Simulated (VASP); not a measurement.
Here is a VASP 6.6.1 calculation.

File INCAR:

```
SYSTEM = Zn
PREC = Accurate
ENCUT = 520
EDIFF = 1E-7
ISMEAR = -1
SIGMA = 0.05
LREAL = .FALSE.
LASPH = .TRUE.
NELM = 100
ALGO = Normal
ISIF = 2
LWAVE = .FALSE.
LCHARG = .TRUE.
GGA = PS
LELF = .TRUE.
LVHAR = .TRUE.
NBANDS = 12
```

KPOINTS

```
regular mesh
0
G
  12 12 12
  0 0 0
```

The input POSCAR:

```
Zn
1.0
   -1.5478311978      1.5478311978      1.5478311978
    1.5478311978     -1.5478311978      1.5478311978
    1.5478311978      1.5478311978     -1.5478311978
Zn
1
Direct
    0.0000000000      0.0000000000      0.0000000000
```

Potentials or basis: VASP PAW PBE potentials, release 64 (Zn).

Command:

```sh
$ cat potpaw_PBE.64/Zn/POTCAR > POTCAR
$ mpirun -np 1 vasp_std > vasp.out
```

Q: What does it give for the band gap on the k mesh?

A: Zero (band 6 reaches 7.44 eV, above the bottom of band 7 at 2.28 eV).

Q: What does it give for the pressure?

A: -2.5 GPa.

Caveat: the PAW data sets were made with another functional, which shifts forces and pressure a little.
